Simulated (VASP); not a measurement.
# Ti3Al (Fm-3m) in VASP: single point with PBEsol

Aim: the single point of Ti3Al with PBEsol.

Everything below comes from runs of VASP 6.6.1. Logs are shortened: lines on timing, memory, paths and dates and some standing lists are left out, and cuts for length are marked.

### 1 The cell of the first run

The structure is cubic, space group Fm-3m (No. 225). The conventional cell has a = 6.464 Å, b = 6.464 Å, c = 6.464 Å, α = 90.00°, β = 90.00°, γ = 90.00°. Within 3.7 Å of Ti (site symmetry -43m) lie 10 Ti at 2.80 to 3.23 Å and 4 Al at 2.80 Å. Ti (site symmetry m-3m) has 8 Ti at 2.80 Å and 6 Al at 3.23 Å within 3.7 Å. Within 3.7 Å of Al (site symmetry m-3m) lie 14 Ti at 2.80 to 3.23 Å.

### 2 Single point, PBEsol

Contents of INCAR:

```
PREC = Accurate
ENCUT = 520
EDIFF = 1E-6
ISMEAR = -1
SIGMA = 0.15
LREAL = False
LASPH = True
NELM = 100
ALGO = Normal
ISIF = 2
LWAVE = False
LCHARG = False
GGA = PS
NBANDS = 28
```

Contents of KPOINTS:

```
Automatic mesh
0
Gamma
  6 6 6
```

Contents of POSCAR:

```
Ti3Al
1.0
    0.0000000000      3.2317810000      3.2317810000
    3.2317810000      0.0000000000      3.2317810000
    3.2317810000      3.2317810000      0.0000000000
Ti Al
3 1
Direct
    0.7500000000      0.7500000000      0.7500000000
    0.2500000000      0.2500000000      0.2500000000
    0.0000000000      0.0000000000      0.0000000000
    0.5000000000      0.5000000000      0.5000000000
```

Potentials or basis: VASP PAW PBE potentials, release 64 (Ti_sv, Al).

On the command line:

```bash
> cat potpaw_PBE.64/Ti_sv/POTCAR potpaw_PBE.64/Al/POTCAR > POTCAR
> mpirun -np 1 vasp_std > vasp.out
```

OUTCAR:

```text
PREC = Accurate
   ENCUT = 520
   EDIFF = 1E-6
   ISMEAR = -1
   LREAL = False
   LASPH = True
   NELM = 100
   ISIF = 2
   GGA = PS

 ion  position               nearest neighbor table
   1  0.750  0.750  0.750-   4 2.80   4 2.80   4 2.80   3 2.80   4 2.80   3 2.80   3 2.80   3 2.80

   2  0.250  0.250  0.250-   3 2.80   3 2.80   3 2.80   3 2.80   4 2.80   4 2.80   4 2.80   4 2.80

   3  0.000  0.000  0.000-   1 2.80   1 2.80   1 2.80   1 2.80   2 2.80   2 2.80   2 2.80   2 2.80

   4  0.500  0.500  0.500-   2 2.80   2 2.80   2 2.80   1 2.80   2 2.80   1 2.80   1 2.80   1 2.80

  LATTYP: Found a face centered cubic cell.
 ALAT       =     6.4635620000

  Lattice vectors:

 A1 = (   0.0000000000,   3.2317810000,   3.2317810000)
 A2 = (   3.2317810000,   0.0000000000,   3.2317810000)
 A3 = (   3.2317810000,   3.2317810000,   0.0000000000)

Analysis of symmetry for initial positions (statically):
=====================================================================
 Subroutine PRICEL returns:
 Original cell was already a primitive cell.

 Routine SETGRP: Setting up the symmetry group for a
 face centered cubic supercell.

 Subroutine GETGRP returns: Found 48 space group operations
 (whereof 48 operations were pure point group operations)
 out of a pool of 48 trial point group operations.

The static configuration has the point symmetry O_h .

Analysis of symmetry for dynamics (positions and initial velocities):
=====================================================================
 Subroutine PRICEL returns:
 Original cell was already a primitive cell.

 Routine SETGRP: Setting up the symmetry group for a
 face centered cubic supercell.

 Subroutine GETGRP returns: Found 48 space group operations
 (whereof 48 operations were pure point group operations)
 out of a pool of 48 trial point group operations.

The dynamic configuration has the point symmetry O_h .

 Subroutine INISYM returns: Found 48 space group operations
 (whereof 48 operations are pure point group operations),
 and found     1 'primitive' translations

----------------------------------------------------------------------------------------

                                     Primitive cell

  volume of cell :      67.5081

  direct lattice vectors                    reciprocal lattice vectors
     0.000000000  3.231781000  3.231781000    -0.154713454  0.154713454  0.154713454
     3.231781000  0.000000000  3.231781000     0.154713454 -0.154713454  0.154713454
     3.231781000  3.231781000  0.000000000     0.154713454  0.154713454 -0.154713454

  length of vectors
     4.570428521  4.570428521  4.570428521     0.267971562  0.267971562  0.267971562

  position of ions in fractional coordinates (direct lattice)
     0.750000000  0.750000000  0.750000000
     0.250000000  0.250000000  0.250000000
     0.000000000  0.000000000  0.000000000
     0.500000000  0.500000000  0.500000000

  ion indices of the primitive-cell ions
   primitive index   ion index
                 1           1
                 2           2
                 3           3
                 4           4

----------------------------------------------------------------------------------------

 KPOINTS: Automatic mesh

Automatic generation of k-mesh.
 Grid dimensions read from file:
 generate k-points for:    6    6    6

 Generating k-lattice:

  Cartesian coordinates                     Fractional coordinates (reciprocal lattice)
    -0.025785576  0.025785576  0.025785576     0.166666667  0.000000000  0.000000000
     0.025785576 -0.025785576  0.025785576     0.000000000  0.166666667  0.000000000
     0.025785576  0.025785576 -0.025785576     0.000000000  0.000000000  0.166666667

  Length of vectors
     0.044661927  0.044661927  0.044661927

  Shift w.r.t. Gamma in fractional coordinates (k-lattice)
     0.000000000  0.000000000  0.000000000

 Subroutine IBZKPT returns following result:
 ===========================================

 Found     16 irreducible k-points:

 Following reciprocal coordinates:
            Coordinates               Weight
  0.000000  0.000000  0.000000      1.000000
  0.166667  0.000000  0.000000      8.000000
  0.333333  0.000000  0.000000      8.000000
  0.500000  0.000000  0.000000      4.000000
  0.166667  0.166667  0.000000      6.000000
  0.333333  0.166667  0.000000     24.000000
[... 8 lines left out ...]
 -0.333333  0.333333  0.166667     24.000000
 -0.333333  0.500000  0.166667     12.000000
   k-points           NKPTS =     16   k-points in BZ     NKDIM =     16   number of bands    NBANDS=     28
   number of dos      NEDOS =    301   number of ions     NIONS =      4
   total plane-waves  NPLWV =  46656
   dimension x,y,z NGX =    36 NGY =   36 NGZ =   36
   dimension x,y,z NGXF=    72 NGYF=   72 NGZF=   72
   ions per type =               3   1
   NGX,Y,Z   is equivalent  to a cutoff of  13.09, 13.09, 13.09 a.u.
   NGXF,Y,Z  is equivalent  to a cutoff of  26.19, 26.19, 26.19 a.u.
 SYSTEM =  unknown system
   PREC   = accura    normal or accurate (medium, high low for compatibility)
   ISTART =      0    job   : 0-new  1-cont  2-samecut
   ICHARG =      2    charge: 1-file 2-atom 10-const
   ISPIN  =      1    spin polarized calculation?
   LNONCOLLINEAR =      F non collinear calculations
   LSORBIT =      F    spin-orbit coupling
   LASPH  =      T    aspherical Exc in radial PAW
   ENCUT  =  520.0 eV  38.22 Ry    6.18 a.u.   8.50  8.50  8.50*2*pi/ulx,y,z
   NELM   =    100;   NELMIN=  2; NELMDL= -5     # of ELM steps
   EDIFF  = 0.1E-05   stopping-criterion for ELM
   LREAL  =      F    real-space projection
   EDIFFG = 0.1E-04   stopping-criterion for IOM
   NSW    =      0    number of steps for IOM
   IBRION =     -1    ionic relax: 0-MD 1-quasi-New 2-CG
   NFREE  =      0    steps in history (QN), initial steepest desc. (CG)
   ISIF   =      2    stress and relaxation
   ISYM   =      2    0-nonsym 1-usesym 2-fastsym
   POTIM  = 0.5000    time-step for ionic-motion
   TEBEG  =    0.0;   TEEND  =   0.0 temperature during run
   PSTRESS=    0.0 pullay stress
   NELECT =      39.0000    total number of electrons
   NUPDOWN=      -1.0000    fix difference up-down
   EMIN   =  10.00;   EMAX   =-10.00  energy-range for DOS
   EFERMI =   0.00;   METHOD = LEGACY
   ISMEAR =    -1;   SIGMA  =   0.15  broadening in eV -4-tet -1-fermi 0-gaus
   EFERMI_NEDOS =   21; number of points for ismear=-14 and -15
   IALGO  =     38    algorithm
   IMIX   =      4    mixing-type and parameters
     AMIX     =   0.40;   BMIX     =  1.00
     AMIX_MAG =   1.60;   BMIX_MAG =  1.00
  volume/ion in A,a.u.               =      16.88       113.89
  Fermi-wavevector in a.u.,A,eV,Ry     =   1.363466  2.576578 25.293784  1.859041
  Thomas-Fermi vector in A             =   2.489867
   LORBIT       =      0    0 simple, 1 ext, 2 COOP (PROOUT), +10 PAW based schemes
   GGA     = PS    functional components
   LHFCALC =     F    Hartree Fock is set to
   AEXX    =    0.0000 exact exchange contribution
   IVDW    =     0    specifies the selected vdW correction
   LEPSILON=     F    determine dielectric tensor
   LRPA    =     F    only Hartree local field effects (RPA)
 non-spin polarized calculation
  energy-cutoff  :      520.00
  volume of cell :       67.51
 maximum number of plane-waves:      1853
 NGX is ok and might be reduce to    36
   NGX = 17   NGY = 17   NGZ = 17

 number of electron      39.0000007 magnetization

 Free energy of the ion-electron system (eV)
  ---------------------------------------------------
  ext. energy  EPLUGINS =         0.00000000
  ---------------------------------------------------
  free energy    TOTEN  =       -29.90579278 eV

  energy without entropy =      -29.41117433  energy(sigma->0) =      -29.65848356

 E-fermi :   7.9873     XC(G=0): -11.3734

 val. band max:        7.9663680257   @ k =   0.3333   0.1667   0.0000
 cond. band min:       8.0090797115   @ k =   0.0000   0.0000   0.0000
 fundamental gap:      0.0427116858
 Fermi energy:         7.9872573205

 k-point     1 :       0.0000    0.0000    0.0000
  band No.  band energies     occupation
      1     -48.3947      2.00000
      2     -48.3323      2.00000
      3     -48.0716      2.00000
      4     -24.7746      2.00000
      5     -24.7746      2.00000
      6     -24.7746      2.00000
[... 20 lines left out ...]
     27      11.0356      0.00000
     28      11.0356      0.00000

 k-point     2 :       0.1667    0.0000    0.0000
  band No.  band energies     occupation
      1     -48.3878      2.00000
      2     -48.3346      2.00000
      3     -48.0763      2.00000
      4     -24.8291      2.00000
      5     -24.8106      2.00000
      6     -24.8106      2.00000
[... 20 lines left out ...]
     27      11.0656      0.00000
     28      11.0656      0.00000

 k-point     3 :       0.3333    0.0000    0.0000
  band No.  band energies     occupation
      1     -48.3713      2.00000
      2     -48.3413      2.00000
      3     -48.0863      2.00000
      4     -24.8397      2.00000
      5     -24.8397      2.00000
      6     -24.8354      2.00000
[... 20 lines left out ...]
     27      10.9116      0.00000
     28      10.9116      0.00000

 k-point     4 :       0.5000    0.0000    0.0000
  band No.  band energies     occupation
      1     -48.3575      2.00000
      2     -48.3499      2.00000
      3     -48.0916      2.00000
      4     -24.8508      2.00000
      5     -24.8508      2.00000
      6     -24.8155      2.00000
[... 330 lines left out ...]
     27      10.8758      0.00000
     28      11.0633      0.00000

 k-point    15 :      -0.3333    0.3333    0.1667
  band No.  band energies     occupation
      1     -48.3518      2.00000
      2     -48.3498      2.00000
      3     -48.0976      2.00000
      4     -24.9249      2.00000
      5     -24.8405      2.00000
      6     -24.8246      2.00000
[... 20 lines left out ...]
     27      10.7107      0.00000
     28      10.9244      0.00000

 k-point    16 :      -0.3333    0.5000    0.1667
  band No.  band energies     occupation
      1     -48.3527      2.00000
      2     -48.3468      2.00000
      3     -48.0997      2.00000
      4     -24.9430      2.00000
      5     -24.8828      2.00000
      6     -24.7980      2.00000
[... 20 lines left out ...]
     27      10.5554      0.00000
     28      10.7629      0.00000

------------------------ aborting loop because EDIFF is reached ----------------------------------------

  FORCE on cell =-STRESS in cart. coord.  units (eV):
  Direction    XX          YY          ZZ          XY          YZ          ZX
  --------------------------------------------------------------------------------------
  -------------------------------------------------------------------------------------
  Total       -1.8059349     -1.8059349     -1.8059349      0.0000000      0.0000000      0.0000000
  in kB      -42.8604684    -42.8604684    -42.8604684      0.0000000      0.0000000      0.0000000
  external PRESSURE =     -42.8604684 kB  Pullay stress =       0.0000000 kB

 VOLUME and BASIS-vectors are now :
 -----------------------------------------------------------------------------
  energy-cutoff  :      520.00
  volume of cell :       67.51
      direct lattice vectors                 reciprocal lattice vectors
     0.000000000  3.231781000  3.231781000    -0.154713454  0.154713454  0.154713454
     3.231781000  0.000000000  3.231781000     0.154713454 -0.154713454  0.154713454
     3.231781000  3.231781000  0.000000000     0.154713454  0.154713454 -0.154713454

 POSITION                                       TOTAL-FORCE (eV/Angst)
 -----------------------------------------------------------------------------------
      4.84767      4.84767      4.84767         0.000000      0.000000      0.000000
      1.61589      1.61589      1.61589        -0.000000     -0.000000      0.000000
      0.00000      0.00000      0.00000        -0.000000     -0.000000     -0.000000
      3.23178      3.23178      3.23178        -0.000000     -0.000000     -0.000000
 -----------------------------------------------------------------------------------
    total drift:                                0.000000      0.000000      0.000000

  FREE ENERGIE OF THE ION-ELECTRON SYSTEM (eV)
  ---------------------------------------------------
  free  energy   TOTEN  =       -29.9057927829 eV

  energy  without entropy=      -29.4111743287  energy(sigma->0) =      -29.65848356
```

Wall time 19 s (1 thread of Intel Xeon 6975P-C (Granite Rapids), shared host); peak memory 0.21 GiB.

What came out:

| Quantity | Value |
| --- | --- |
| Free energy | -29.9058 eV |
| Pressure | -4.3 GPa |

Levels at points of the mesh, in eV from the Fermi level:
```tsv
k point	band 15	band 16	band 17	band 18	band 19	band 20	band 21	band 22	band 23	band 24
(0.00, 0.00, 0.00)	-1.70	-1.70	-1.63	-1.63	0.02	0.02	0.02	2.24	2.24	2.24
(0.50, 0.00, 0.00)	-1.86	-1.86	-0.38	-0.30	-0.30	-0.06	-0.06	0.76	1.00	1.00
(0.50, 0.50, 0.00)	-2.01	-1.93	-0.62	-0.62	-0.11	-0.09	-0.09	1.14	1.18	1.18
```

Caveat: the PAW data sets were made with another functional, which shifts forces and pressure a little.
